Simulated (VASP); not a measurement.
Zr3H, 4 atoms in the cell. The structure is hexagonal, space group P6/mmm (No. 191). Conventional cell: a = 4.430 Å, b = 4.430 Å, c = 3.726 Å, α = 90.00°, β = 90.00°, γ = 120.00°. Zr (site symmetry mmm) has 4 Zr at 2.22 Å and 2 H at 2.22 Å within 2.9 Å. H (site symmetry 6/mmm) has 6 Zr at 2.22 Å within 2.9 Å. 

- Program: VASP 6.6.1
- Task: single point
- Functional: PBE
- Potentials or basis: VASP PAW PBE potentials, release 64 (Zr_sv, H)
- Cutoff: 520 eV
- k mesh: 6 × 6 × 6
- Occupations: gaussian, width 0.1 eV
- Spin: no spin polarisation
- Dipole correction: no
- Further INCAR settings: ALGO = Normal; EDIFF = 1e-06; NBANDS = 26

Potentials or basis: VASP PAW PBE potentials, release 64 (Zr_sv, H).

Launch:

```console
$ cat potpaw_PBE.64/Zr_sv/POTCAR potpaw_PBE.64/H/POTCAR > POTCAR
$ mpirun -np 1 vasp_std > vasp.out
```

Hardware: 1 thread of Intel(R) Xeon(R) Platinum 8559C (Emerald Rapids), with other jobs on the host.

**Question.** How long does it take, and how much memory?

**Answer.** Wall time 25 s on 1 thread of Intel(R) Xeon(R) Platinum 8559C (Emerald Rapids), on a shared host, peak memory 0.19 GiB. Counts: scf iterations 12, k points 28.
